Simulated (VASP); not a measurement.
# Zn (Immm) in VASP: notebook, part 2 of 3

VASP 6.6.1. The steps go on from the part before.

## Step 4: Single point, PBE (engineering shear strain xy -0.1400, normal strain along z +0.0467)

INCAR reads:

```
SYSTEM = Zn
ALGO = Fast ; EDIFF = 1E-6
ENCUT = 520 ; GGA = PE
ISIF = 2 ; ISMEAR = 0
LASPH = .True. ; LCHARG = .False.
LREAL = .False. ; LWAVE = .False.
NBANDS = 12 ; NELM = 60
PREC = Accurate ; SIGMA = 0.15
```

KPOINTS reads:

```
k-points
0
Gamma
  20 20 20
  0 0 0
```

POSCAR reads:

```
Zn
1.0
   -0.1375037539      1.9643393415      2.0560739887
    1.9643393415     -0.1375037539      2.0560739887
    1.8268355876      1.8268355876      0.0000000000
Zn
1
Direct
    0.0000000000      0.0000000000      0.0000000000
```

Potentials or basis: VASP PAW PBE potentials, release 64 (Zn).

Run with:

```console
> cat potpaw_PBE.64/Zn/POTCAR > POTCAR
> mpirun -np 1 vasp_std > vasp.out
```

OUTCAR:

```text
SYSTEM = Zn
   EDIFF = 1E-6
   ENCUT = 520
   GGA = PE
   ISIF = 2
   ISMEAR = 0
   LASPH = .True.
   LREAL = .False.
   NELM = 60
   PREC = Accurate

 ion  position               nearest neighbor table
   1  0.000  0.000  0.000-

  LATTYP: Found a body centered orthorhombic cell.
 ALAT       =     2.5835356642
 B/A-ratio  =     1.1505376344
 C/A-ratio  =     1.5916745545

  Lattice vectors:

 A1 = (   0.1375037539,  -1.9643393415,  -2.0560739887)
 A2 = (  -0.1375037539,   1.9643393415,  -2.0560739887)
 A3 = (   1.9643393415,  -0.1375037539,   2.0560739887)

Analysis of symmetry for initial positions (statically):
=====================================================================
 Subroutine PRICEL returns:
 Original cell was already a primitive cell.

 Routine SETGRP: Setting up the symmetry group for a
 body centered orthorhombic supercell.

 Subroutine GETGRP returns: Found  8 space group operations
 (whereof  8 operations were pure point group operations)
 out of a pool of  8 trial point group operations.

The static configuration has the point symmetry D_2h.
[... 162 lines left out ...]

 val. band max:        2.7885575572   @ k =   0.5000   0.2000   0.0000
 cond. band min:       2.7974223997   @ k =  -0.3000   0.4000   0.3000
 fundamental gap:      0.0088648425
 Fermi energy:         2.7929678994

 k-point     1 :       0.0000    0.0000    0.0000
  band No.  band energies     occupation
      1      -7.2505      2.00000
      2      -4.9358      2.00000
      3      -4.8648      2.00000
      4      -4.5220      2.00000
      5      -4.4085      2.00000
      6      -4.3111      2.00000
      7      17.7898      0.00000
      8      18.4403      0.00000
      9      20.9927      0.00000
     10      22.2689      0.00000
     11      23.6076      0.00000
     12      23.9734      0.00000
[... 331 lines left out ...]
 k-point    24 :      -0.3500    0.0500    0.0000
  band No.  band energies     occupation
      1      -5.5167      2.00000
      2      -4.9315      2.00000
      3      -4.4936      2.00000
      4      -4.2906      2.00000
      5      -4.1683      2.00000
      6      -3.0076      2.00000
      7       4.2800      0.00000
      8      14.7537      0.00000
      9      21.2266      0.00000
     10      22.5463      0.00000
     11      23.0022      0.00000
     12      24.6510      0.00000

 [... further k-points ...]
[... 5 lines left out ...]
  --------------------------------------------------------------------------------------
  -------------------------------------------------------------------------------------
  Total        0.0157054      0.0157054     -0.4503663      0.0649478      0.0000000      0.0000000
  in kB        1.5936382      1.5936382    -45.6991317      6.5903213      0.0000000      0.0000000
  external PRESSURE =     -14.1706184 kB  Pullay stress =       0.0000000 kB

 VOLUME and BASIS-vectors are now :
 -----------------------------------------------------------------------------
  energy-cutoff  :      520.00
  volume of cell :       15.79
      direct lattice vectors                 reciprocal lattice vectors
    -0.137503754  1.964339341  2.056073989    -0.237886454  0.237886454  0.243181910
     1.964339341 -0.137503754  2.056073989     0.237886454 -0.237886454  0.243181910
     1.826835588  1.826835588  0.000000000     0.273697318  0.273697318 -0.243181910

 POSITION                                       TOTAL-FORCE (eV/Angst)
 -----------------------------------------------------------------------------------
      0.00000      0.00000      0.00000         0.000000     -0.000000      0.000000
 -----------------------------------------------------------------------------------
    total drift:                                0.000000      0.000000     -0.000000

  FREE ENERGIE OF THE ION-ELECTRON SYSTEM (eV)
  ---------------------------------------------------
  free  energy   TOTEN  =        -1.0770907338 eV

  energy  without entropy=       -1.0736326382  energy(sigma->0) =       -1.07536169
```

OSZICAR:

```text
N       E                     dE             d eps       ncg     rms          rms(c)
DAV:   1     0.425883610671E+02    0.42588E+02   -0.65685E+03 28708   0.156E+03
DAV:   2     0.151433373107E+00   -0.42437E+02   -0.39849E+02 28988   0.212E+02
DAV:   3    -0.116599735135E+01   -0.13174E+01   -0.13153E+01 32588   0.375E+01
DAV:   4    -0.116916504113E+01   -0.31677E-02   -0.31676E-02 30900   0.180E+00
DAV:   5    -0.116916748267E+01   -0.24415E-05   -0.24416E-05 32700   0.490E-02    0.257E+00
RMM:   6    -0.108274836513E+01    0.86419E-01   -0.22440E-01 34116   0.636E+00    0.203E+00
RMM:   7    -0.107917613338E+01    0.35722E-02   -0.70104E-03 35457   0.128E+00    0.981E-01
RMM:   8    -0.107710430003E+01    0.20718E-02   -0.18705E-03 32670   0.449E-01    0.549E-02
RMM:   9    -0.107710825813E+01   -0.39581E-05   -0.49697E-04 36267   0.350E-01    0.659E-02
RMM:  10    -0.107709026216E+01    0.17996E-04   -0.64246E-05 35906   0.990E-02    0.479E-03
RMM:  11    -0.107709073382E+01   -0.47166E-06   -0.41365E-06 29368   0.258E-02
   1 F= -.10770907E+01 E0= -.10753617E+01  d E =-.345810E-02
```

It took 58 s on 1 thread of Intel Xeon 6975P-C (Granite Rapids), shared host; peak memory 0.31 GiB.

Results:

```
Free energy            : -1.0771 eV
Pressure               : -1.4 GPa
Band gap on the k mesh : zero (bands 6 and 7 overlap by 4.50 eV)
```

Stress tensor (GPa, compression positive):
```
 0.16  0.66  0.00
 0.66  0.16  0.00
 0.00  0.00 -4.57
```

Caveat: the cell differs from its parent crystal (engineering shear strain xy -0.1400, normal strain along z +0.0467).

## Step 5: Single point, PBE (engineering shear strain xy -0.0933, normal strain along z +0.0467)

INCAR reads:

```
SYSTEM = Zn
PREC     = Accurate       ! precision mode
ENCUT    = 520            ! plane-wave cutoff, eV
EDIFF    = 1E-6           ! SCF threshold, eV
ISMEAR   = 0              ! smearing method
SIGMA    = 0.15           ! smearing width, eV
LREAL    = .FALSE.        ! projectors in reciprocal space
LASPH    = .TRUE.         ! aspherical terms in the spheres
NELM     = 100            ! most SCF steps
ALGO     = Fast           ! electronic algorithm
ISIF     = 2              ! what is computed and relaxed
LWAVE    = .FALSE.        ! write WAVECAR
LCHARG   = .TRUE.         ! write CHGCAR
GGA      = PE             ! functional
LELF     = .TRUE.         ! ELF
LVHAR    = .TRUE.       
NBANDS   = 12             ! bands
```

KPOINTS reads:

```
regular mesh
0
G
  20 20 20
  0 0 0
```

POSCAR reads:

```
Zn
1.0
   -0.0916364303      1.9643393415      2.0560739887
    1.9643393415     -0.0916364303      2.0560739887
    1.8727029112      1.8727029112      0.0000000000
Zn
1
Direct
    0.0000000000      0.0000000000      0.0000000000
```

Potentials or basis: VASP PAW PBE potentials, release 64 (Zn).

Run with:

```console
> cat potpaw_PBE.64/Zn/POTCAR > POTCAR
> mpirun -np 1 vasp_std > vasp.out
```

OUTCAR:

```text
SYSTEM = Zn
   PREC = Accurate
   ENCUT = 520
   EDIFF = 1E-6
   ISMEAR = 0
   LREAL = .FALSE.
   LASPH = .TRUE.
   NELM = 100
   ISIF = 2
   GGA = PE

 ion  position               nearest neighbor table
   1  0.000  0.000  0.000-

  LATTYP: Found a body centered orthorhombic cell.
 ALAT       =     2.6484018553
 B/A-ratio  =     1.0978654220
 C/A-ratio  =     1.5526903401

  Lattice vectors:

 A1 = (   0.0916364303,  -1.9643393415,  -2.0560739887)
 A2 = (  -0.0916364303,   1.9643393415,  -2.0560739887)
 A3 = (   1.9643393415,  -0.0916364303,   2.0560739887)

Analysis of symmetry for initial positions (statically):
=====================================================================
 Subroutine PRICEL returns:
 Original cell was already a primitive cell.

 Routine SETGRP: Setting up the symmetry group for a
 body centered orthorhombic supercell.

 Subroutine GETGRP returns: Found  8 space group operations
 (whereof  8 operations were pure point group operations)
 out of a pool of  8 trial point group operations.

The static configuration has the point symmetry D_2h.

Analysis of symmetry for dynamics (positions and initial velocities):
=====================================================================
[... 164 lines left out ...]

 k-point     1 :       0.0000    0.0000    0.0000
  band No.  band energies     occupation
      1      -7.2391      2.00000
      2      -4.8692      2.00000
      3      -4.8090      2.00000
      4      -4.5814      2.00000
      5      -4.4230      2.00000
      6      -4.3276      2.00000
      7      18.5991      0.00000
      8      19.2037      0.00000
      9      21.7125      0.00000
     10      22.4554      0.00000
     11      22.7370      0.00000
     12      22.9230      0.00000
[... 331 lines left out ...]
 k-point    24 :      -0.3500    0.0500    0.0000
  band No.  band energies     occupation
      1      -5.4488      2.00000
      2      -4.8717      2.00000
      3      -4.5477      2.00000
      4      -4.2636      2.00000
      5      -4.1933      2.00000
      6      -2.9008      2.00000
      7       4.5668      0.00000
      8      14.9958      0.00000
      9      20.3337      0.00000
     10      21.9054      0.00000
     11      22.8153      0.00000
     12      23.7552      0.00000

 [... further k-points ...]
[... 5 lines left out ...]
  --------------------------------------------------------------------------------------
  -------------------------------------------------------------------------------------
  Total       -0.0821785     -0.0821785     -0.4373391     -0.0230033      0.0000000      0.0000000
  in kB       -8.3159739     -8.3159739    -44.2561186     -2.3277958      0.0000000      0.0000000
  external PRESSURE =     -20.2960221 kB  Pullay stress =       0.0000000 kB

 VOLUME and BASIS-vectors are now :
 -----------------------------------------------------------------------------
  energy-cutoff  :      520.00
  volume of cell :       15.83
      direct lattice vectors                 reciprocal lattice vectors
    -0.091636430  1.964339341  2.056073989    -0.243193527  0.243193527  0.243181910
     1.964339341 -0.091636430  2.056073989     0.243193527 -0.243193527  0.243181910
     1.872702911  1.872702911  0.000000000     0.266993764  0.266993764 -0.243181910

 POSITION                                       TOTAL-FORCE (eV/Angst)
 -----------------------------------------------------------------------------------
      0.00000      0.00000      0.00000        -0.000000     -0.000000      0.000000
 -----------------------------------------------------------------------------------
    total drift:                                0.000000      0.000000     -0.000000

  FREE ENERGIE OF THE ION-ELECTRON SYSTEM (eV)
  ---------------------------------------------------
  free  energy   TOTEN  =        -1.0777322844 eV

  energy  without entropy=       -1.0740555979  energy(sigma->0) =       -1.07589394
```

OSZICAR:

```text
N       E                     dE             d eps       ncg     rms          rms(c)
DAV:   1     0.421789313510E+02    0.42179E+02   -0.65665E+03 28752   0.156E+03
DAV:   2     0.140831978062E+00   -0.42038E+02   -0.39556E+02 29056   0.212E+02
DAV:   3    -0.116422145129E+01   -0.13051E+01   -0.13029E+01 32632   0.371E+01
DAV:   4    -0.116737941745E+01   -0.31580E-02   -0.31578E-02 31084   0.179E+00
DAV:   5    -0.116738193021E+01   -0.25128E-05   -0.25127E-05 32640   0.490E-02    0.254E+00
RMM:   6    -0.108327173079E+01    0.84110E-01   -0.21876E-01 34056   0.627E+00    0.202E+00
RMM:   7    -0.107977971023E+01    0.34920E-02   -0.67958E-03 35448   0.126E+00    0.977E-01
RMM:   8    -0.107774547713E+01    0.20342E-02   -0.18317E-03 32512   0.444E-01    0.532E-02
RMM:   9    -0.107774977076E+01   -0.42936E-05   -0.48893E-04 36250   0.348E-01    0.658E-02
RMM:  10    -0.107773180948E+01    0.17961E-04   -0.65755E-05 35874   0.100E-01    0.610E-03
RMM:  11    -0.107773228442E+01   -0.47494E-06   -0.40294E-06 29076   0.262E-02
   1 F= -.10777323E+01 E0= -.10758939E+01  d E =-.367669E-02
```

stdout:

```text
POSCAR found type information on POSCAR Zn
 POSCAR found :  1 types and       1 ions
 scaLAPACK will be used
 LDA part: xc-table for (Slater+PW92), standard interpolation
 POSCAR, INCAR and KPOINTS ok, starting setup
 FFT: planning ... GRIDC
 FFT: planning ... GRID_SOFT
 FFT: planning ... GRID
 WAVECAR not read
 entering main loop
WARNING in EDDRMM: call to ZHEGV failed, returncode =   6  3     11
WARNING in EDDRMM: call to ZHEGV failed, returncode =   6  3     12
WARNING in EDDRMM: call to ZHEGV failed, returncode =   6  3     10
```

It took 66 s on 1 thread of Intel Xeon 6975P-C (Granite Rapids), shared host; peak memory 0.31 GiB.

Results:

```yaml
Free_energy: -1.0777 eV
Pressure: -2.0 GPa
Band_gap_on_the_k_mesh: zero (bands 6 and 7 overlap by 4.11 eV)
```

Levels at points of the mesh, in eV from the Fermi level:
| k point | band 3 | band 4 | band 5 | band 6 | band 7 | band 8 | band 9 | band 10 |
| --- | --- | --- | --- | --- | --- | --- | --- | --- |
| (0.00, 0.00, 0.00) | -7.59 | -7.37 | -7.21 | -7.11 | 15.82 | 16.42 | 18.93 | 19.67 |
| (0.50, 0.00, 0.00) | -7.36 | -6.96 | -6.89 | -2.99 | -2.05 | 13.75 | 16.87 | 17.47 |
| (0.50, 0.50, 0.00) | -6.91 | -6.86 | -6.84 | -1.35 | 0.83 | 7.07 | 10.80 | 11.08 |
| (0.00, 0.00, 0.50) | -7.49 | -6.97 | -6.83 | -2.40 | -0.77 | 13.84 | 14.18 | 16.65 |
| (0.50, 0.00, 0.50) | -6.96 | -6.89 | -6.77 | -0.61 | 2.01 | 7.85 | 8.13 | 11.62 |

Caveat: the cell differs from its parent crystal (engineering shear strain xy -0.0933, normal strain along z +0.0467).

## Step 6: Single point, PBE (engineering shear strain xy -0.1400, normal strain along z +0.0700)

INCAR reads:

```
SYSTEM = Zn
ALGO     = Fast           ! electronic algorithm
EDIFF    = 1E-6           ! SCF threshold, eV
ENCUT    = 520            ! plane-wave cutoff, eV
GGA      = PE             ! functional
ISIF     = 2              ! what is computed and relaxed
ISMEAR   = 0              ! smearing method
LASPH    = .True.         ! aspherical terms in the spheres
LCHARG   = .False.        ! write CHGCAR
LREAL    = .False.        ! projectors in reciprocal space
LWAVE    = .False.        ! write WAVECAR
NBANDS   = 12             ! bands
NELM     = 60             ! most SCF steps
PREC     = Accurate       ! precision mode
SIGMA    = 0.15           ! smearing width, eV
```

KPOINTS reads:

```
k-points
0
Gamma
  20 20 20
  0 0 0
```

POSCAR reads:

```
Zn
1.0
   -0.1375037539      1.9643393415      2.1018430954
    1.9643393415     -0.1375037539      2.1018430954
    1.8268355876      1.8268355876      0.0000000000
Zn
1
Direct
    0.0000000000      0.0000000000      0.0000000000
```

Potentials or basis: VASP PAW PBE potentials, release 64 (Zn).

Run with:

```console
> cat potpaw_PBE.64/Zn/POTCAR > POTCAR
> mpirun -np 1 vasp_std > vasp.out
```

Run time: 55 s. Hardware: 1 thread of Intel Xeon 6975P-C (Granite Rapids), shared host; peak memory 0.32 GiB.

It converged, with:

| Property | Result |
| --- | --- |
| Free energy | -1.0652 eV |
| Pressure | -2.5 GPa |
| Band gap on the k mesh | zero (bands 6 and 7 overlap by 4.37 eV) |

Stress tensor (GPa, compression positive):
```
-0.55  0.73  0.00
 0.73 -0.55  0.00
 0.00  0.00 -6.28
```

Levels at points of the mesh, in eV from the Fermi level:
```
           k point  band 2  band 3  band 4  band 5  band 6  band 7  band 8  band 9  band 10  band 11
(0.00, 0.00, 0.00)   -7.71   -7.59   -7.26   -7.19   -7.05   14.70   15.45   17.98    19.18    20.51
(0.50, 0.00, 0.00)   -7.71   -7.25   -6.97   -6.87   -3.02   -2.35   12.89   16.63    17.81    19.63
(0.50, 0.50, 0.00)   -8.00   -6.89   -6.86   -6.82   -1.50    0.41    6.45   10.45    12.08    16.06
(0.00, 0.00, 0.50)   -7.59   -7.43   -6.98   -6.78   -2.14   -0.42   13.26   13.76    16.34    17.36
(0.50, 0.00, 0.50)   -8.02   -6.97   -6.91   -6.72   -0.42    2.21    7.64    8.06    11.46    12.27
```

Caveat: the cell differs from its parent crystal (engineering shear strain xy -0.1400, normal strain along z +0.0700).

[end of part 2 of 3]
